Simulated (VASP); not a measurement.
# ZnSe (F-43m) in VASP: elastic constants with LDA

Aim: the elastic constants of ZnSe with LDA.

All numbers are computed with VASP 6.6.1; they aren't measurements. Logs are shortened: lines on timing, memory, paths and dates and some standing lists are left out, and cuts for length are marked.

## 1. The cell of the first run

Symmetry: F-43m, No. 216, cubic system. The conventional cell has a = 5.568 Å, b = 5.568 Å, c = 5.568 Å, α = 90.00°, β = 90.00°, γ = 90.00°. Zn (site symmetry -43m) has 4 Se at 2.41 Å within 3.2 Å. Within 3.2 Å of Se (site symmetry -43m) lie 4 Zn at 2.41 Å.

## 2. Elastic constants, LDA

Input file INCAR:

```
SYSTEM = ZnSe
PREC = Accurate
ENCUT = 600
EDIFF = 1E-8
ISMEAR = 0
SIGMA = 0.01
LREAL = .FALSE.
LASPH = .TRUE.
NELM = 100
ALGO = Normal
ISIF = 3
LWAVE = .FALSE.
LCHARG = .FALSE.
GGA = CA
NBANDS = 16
IBRION = 6
NFREE = 2
POTIM = 0.015
NSW = 1
```

Input file KPOINTS:

```
regular mesh
0
G
  8 8 8
  0 0 0
```

Input file POSCAR:

```
ZnSe
1.0
    2.7837594218      2.7837594218      0.0000000000
   -2.7837594218      2.7837594218      0.0000000000
    0.0000000000      2.7837594218      2.7837594218
Zn Se
1 1
Direct
    0.0000000000      0.0000000000      0.0000000000
    0.7500000000      0.2500000000      0.5000000000
```

Potentials or basis: VASP PAW LDA potentials, release 64 (Zn, Se).

The run is started by

```sh
> cat potpaw_LDA.64/Zn/POTCAR potpaw_LDA.64/Se/POTCAR > POTCAR
> mpirun -np 1 vasp_std > vasp.out
```

OUTCAR:

```text
SYSTEM = ZnSe
   PREC = Accurate
   ENCUT = 600
   EDIFF = 1E-8
   ISMEAR = 0
   LREAL = .FALSE.
   LASPH = .TRUE.
   NELM = 100
   ISIF = 3
   GGA = CA
   IBRION = 6
   NFREE = 2
   POTIM = 0.015
   NSW = 1

 ion  position               nearest neighbor table
   1  0.000  0.000  0.000-   2 2.41   2 2.41   2 2.41   2 2.41
   2  0.750  0.250  0.500-   1 2.41   1 2.41   1 2.41   1 2.41

  LATTYP: Found a face centered cubic cell.
 ALAT       =     5.5675188436

  Lattice vectors:

 A1 = (   0.0000000000,   2.7837594218,   2.7837594218)
 A2 = (   2.7837594218,   0.0000000000,   2.7837594218)
 A3 = (   2.7837594218,   2.7837594218,   0.0000000000)

Analysis of symmetry for initial positions (statically):
=====================================================================
 Subroutine PRICEL returns:
 Original cell was already a primitive cell.

 Routine SETGRP: Setting up the symmetry group for a
 face centered cubic supercell.

 Subroutine GETGRP returns: Found 24 space group operations
 (whereof 24 operations were pure point group operations)
 out of a pool of 48 trial point group operations.

The static configuration has the point symmetry T_d .

Analysis of symmetry for dynamics (positions and initial velocities):
=====================================================================
 Subroutine PRICEL returns:
 Original cell was already a primitive cell.

 Routine SETGRP: Setting up the symmetry group for a
 face centered cubic supercell.

 Subroutine GETGRP returns: Found 24 space group operations
 (whereof 24 operations were pure point group operations)
 out of a pool of 48 trial point group operations.

The dynamic configuration has the point symmetry T_d .

 Subroutine INISYM returns: Found 24 space group operations
 (whereof 24 operations are pure point group operations),
 and found     1 'primitive' translations

----------------------------------------------------------------------------------------

                                     Primitive cell

  volume of cell :      43.1445

  direct lattice vectors                    reciprocal lattice vectors
     2.783759422  2.783759422  0.000000000     0.179613222  0.179613222 -0.179613222
    -2.783759422  2.783759422  0.000000000    -0.179613222  0.179613222 -0.179613222
     0.000000000  2.783759422  2.783759422     0.000000000  0.000000000  0.359226445

  length of vectors
     3.936830329  3.936830329  3.936830329     0.311099227  0.311099227  0.359226445

  position of ions in fractional coordinates (direct lattice)
     0.000000000  0.000000000  0.000000000
     0.750000000  0.250000000  0.500000000

  ion indices of the primitive-cell ions
   primitive index   ion index
                 1           1
                 2           2

----------------------------------------------------------------------------------------

 KPOINTS: regular mesh

Automatic generation of k-mesh.
 Grid dimensions read from file:
 generate k-points for:    8    8    8

 Generating k-lattice:

  Cartesian coordinates                     Fractional coordinates (reciprocal lattice)
[... 92 lines left out ...]
 non-spin polarized calculation
 Gauss-broadening in eV      SIGMA  =   0.01
  energy-cutoff  :      600.00
  volume of cell :       43.14
 maximum number of plane-waves:      1459
   NGX = 15   NGY = 15   NGZ = 15

--------------------------------------- Ionic step        1  -------------------------------------------

 number of electron      17.9999993 magnetization

 Free energy of the ion-electron system (eV)
  ---------------------------------------------------
  ext. energy  EPLUGINS =         0.00000000
  ---------------------------------------------------
  free energy    TOTEN  =        -7.37165715 eV

  energy without entropy =       -7.37165715  energy(sigma->0) =       -7.37165715

------------------------ aborting loop because EDIFF is reached ----------------------------------------

  FORCE on cell =-STRESS in cart. coord.  units (eV):
  Direction    XX          YY          ZZ          XY          YZ          ZX
  --------------------------------------------------------------------------------------
  -------------------------------------------------------------------------------------
  Total        0.0917804      0.0917804      0.0917804      0.0000000      0.0000000     -0.0000000
  in kB        3.4082813      3.4082813      3.4082813      0.0000000      0.0000000     -0.0000000
  external PRESSURE =       3.4082813 kB  Pullay stress =       0.0000000 kB
[... 89 lines left out ...]
  FREE ENERGIE OF THE ION-ELECTRON SYSTEM (eV)
  ---------------------------------------------------
  free  energy   TOTEN  =        -7.3672576929 eV

  energy  without entropy=       -7.3672576929  energy(sigma->0) =       -7.36725769

 E-fermi :   2.2660     XC(G=0): -10.0065

 val. band max:        2.1727337464   @ k =   0.0000   0.0000   0.0000
 cond. band min:       3.4879393498   @ k =   0.0000   0.0000   0.0000
 fundamental gap:      1.3152056034
 Fermi energy:         2.2659725240

 k-point     1 :       0.0000    0.0000    0.0000
  band No.  band energies     occupation
      1     -11.6183      2.00000
      2      -4.8186      2.00000
      3      -4.8186      2.00000
      4      -4.8117      2.00000
      5      -4.3957      2.00000
      6      -4.3912      2.00000
[... 435 lines left out ...]
      5      -4.3853      2.00000
      6      -4.1486      2.00000
[... 8 lines left out ...]
     15      14.9546      0.00000
     16      15.7540      0.00000

 [... further k-points ...]

[... ionic steps 4 to 14 ...]

--------------------------------------- Ionic step       15  -------------------------------------------

 number of electron      17.9999997 magnetization

------------------------ aborting loop because EDIFF is reached ----------------------------------------
[... 67 lines left out ...]
--------------------------------------- Ionic step       17  -------------------------------------------

 number of electron      17.9999994 magnetization

 Free energy of the ion-electron system (eV)
  ---------------------------------------------------
  ext. energy  EPLUGINS =         0.00000000
  ---------------------------------------------------
  free energy    TOTEN  =        -7.37094175 eV

  energy without entropy =       -7.37094175  energy(sigma->0) =       -7.37094175

 E-fermi :   2.1083     XC(G=0):  -9.9379

 val. band max:        2.0093578117   @ k =   0.0000   0.0000   0.0000
 cond. band min:       3.2819011347   @ k =   0.0000   0.0000   0.0000
 fundamental gap:      1.2725433229
 Fermi energy:         2.1082663925

 k-point     1 :       0.0000    0.0000    0.0000
  band No.  band energies     occupation
      1     -11.6550      2.00000
      2      -4.9045      2.00000
      3      -4.8950      2.00000
      4      -4.8853      2.00000
      5      -4.4864      2.00000
      6      -4.4863      2.00000
[... 476 lines left out ...]
  FREE ENERGIE OF THE ION-ELECTRON SYSTEM (eV)
  ---------------------------------------------------
  free  energy   TOTEN  =        -7.3709417531 eV

  energy  without entropy=       -7.3709417531  energy(sigma->0) =       -7.37094175

 INTERNAL STRAIN TENSORS FROM STRAINED CELLS
 ============================================

 INTERNAL STRAIN TENSOR FOR ION    1 for displacements in x,y,z  (eV/Angst):
          X           Y           Z          XY          YZ          ZX
  --------------------------------------------------------------------------------
  x     0.00000    -0.00000    -0.00000    -0.00000    -6.50354    -0.00000
  y    -0.00000     0.00000     0.00000     0.00000     0.00000    -6.50374
  z     0.00000     0.00000     0.00000    -6.50312    -0.00000     0.00000

 INTERNAL STRAIN TENSORS FROM DISPLACED ATOMS
 ============================================

 INTERNAL STRAIN TENSOR FOR ION    1 for displacements in x,y,z  (eV/Angst):
          X           Y           Z          XY          YZ          ZX
  --------------------------------------------------------------------------------
  x     0.00000     0.00000     0.00000     0.00000    -6.51168     0.00000
  y     0.00000     0.00000     0.00000     0.00000     0.00000    -6.51168
  z     0.00000     0.00000     0.00000    -6.51168     0.00000     0.00000

 INTERNAL STRAIN TENSOR FOR ION    2 for displacements in x,y,z  (eV/Angst):
          X           Y           Z          XY          YZ          ZX
  --------------------------------------------------------------------------------
  x     0.00000     0.00000     0.00000     0.00000     6.50452     0.00000
  y     0.00000     0.00000     0.00000     0.00000     0.00000     6.50452
  z     0.00000     0.00000     0.00000     6.50452     0.00000    -0.00000

 Eigenvectors and eigenvalues of the dynamical matrix
 ----------------------------------------------------

   1 f  =    6.590426 THz    41.408868 2PiTHz  219.832948 cm-1    27.255800 meV
             X         Y         Z           dx          dy          dz
      0.000000  0.000000  0.000000    -0.000000   -0.739369   -0.000000
      1.391880  4.175639  1.391880     0.000000    0.673300    0.000000
[... 21 lines left out ...]
   6 f/i=    0.002228 THz     0.014001 2PiTHz    0.074327 cm-1     0.009215 meV
             X         Y         Z           dx          dy          dz
      0.000000  0.000000  0.000000    -0.436853    0.498913    0.116528
      1.391880  4.175639  1.391880    -0.479720    0.547870    0.127962

--------------------------------------------------------------------------------------------------------

 ELASTIC MODULI CONTR FROM IONIC RELAXATION (kBar)
 Direction    XX          YY          ZZ          XY          YZ          ZX
 --------------------------------------------------------------------------------
 XX          -0.0000     -0.0000     -0.0000     -0.0000     -0.0000     -0.0000
 YY          -0.0000     -0.0000     -0.0000     -0.0000     -0.0000      0.0000
 ZZ          -0.0000     -0.0000     -0.0000      0.0000     -0.0000     -0.0000
 XY          -0.0000     -0.0000      0.0000   -247.4223      0.0000     -0.0000
 YZ          -0.0000     -0.0000     -0.0000      0.0000   -247.4223     -0.0000
 ZX          -0.0000      0.0000     -0.0000     -0.0000     -0.0000   -247.4223
 --------------------------------------------------------------------------------

 TOTAL ELASTIC MODULI (kBar)
 Direction    XX          YY          ZZ          XY          YZ          ZX
 --------------------------------------------------------------------------------
 XX         983.4174    602.4013    602.4013     -0.0000     -0.0000     -0.0000
 YY         602.4013    983.4174    602.4013     -0.0000     -0.0000      0.0000
 ZZ         602.4013    602.4013    983.4174     -0.0000     -0.0000     -0.0000
 XY          -0.0000     -0.0000     -0.0000    427.7625      0.0000     -0.0000
 YZ          -0.0000     -0.0000     -0.0000      0.0000    427.7625     -0.0000
 ZX          -0.0000      0.0000     -0.0000     -0.0000     -0.0000    427.7625
 --------------------------------------------------------------------------------
```

Run time: 28 min. Hardware: 1 thread of AMD EPYC 7R13, shared host; peak memory 0.3 GiB.

Results:

```yaml
Elastic_constants_C11_C12_C44: 98, 60, 43 GPa
Voigt_bulk_modulus: 73 GPa
Highest_phonon_frequency_at_Γ_LO-TO_splitting_left_out: 220 cm⁻¹
```

Phonon frequencies in cm⁻¹ (negative: imaginary):
| q point | frequencies |
| --- | --- |
| (0.000, 0.000, 0.000) | 0 0 0 220 220 220 |

Elastic tensor in Voigt notation (GPa, in the Cartesian axes of the cell as first typed):
```
98 60 60  0  0  0
60 98 60  0  0  0
60 60 98  0  0  0
 0  0  0 43  0  0
 0  0  0  0 43  0
 0  0  0  0  0 43
```

Clamped-ion elastic tensor (GPa):
```
98 60 60  0  0  0
60 98 60  0  0  0
60 60 98  0  0  0
 0  0  0 68  0  0
 0  0  0  0 68  0
 0  0  0  0  0 68
```
